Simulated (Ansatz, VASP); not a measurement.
# AlP in VASP and in Ansatz

```
Al P
1.0
     0.00000    2.79041    2.79041
     2.79041    0.00000    2.79041
     2.79041    2.79041    0.00000
Al P
1 1
Cartesian
  0.0000 0.0000 0.0000
  4.1856 4.1856 4.1856
```

Alike in both runs: task single point; functional RPBE; k mesh 8 × 8 × 8; occupations gaussian, width 0.05 eV; no spin polarisation.

|  | VASP | Ansatz |
| --- | --- | --- |
| version | VASP 6.6.1 | Ansatz 0.2.0 |
| potentials or method | VASP PAW PBE potentials, release 64 (Al, P), cutoff 500 eV | scalar-relativistic, plane waves, PAW |
| valence electrons in the cell | 8 | 8 |

Ansatz gave:

- gap on the k mesh at the Fermi level (eV): 1.79
- least direct gap on the mesh (eV): 2.89
- pressure (GPa): -1.5

**Question.** Estimate VASP's values.

**Answer.** gap on the k mesh at the Fermi level (eV): 1.79; least direct gap on the mesh (eV): 2.89; pressure (GPa): -1.7.

VASP's potentials were made for PBE, not for RPBE.
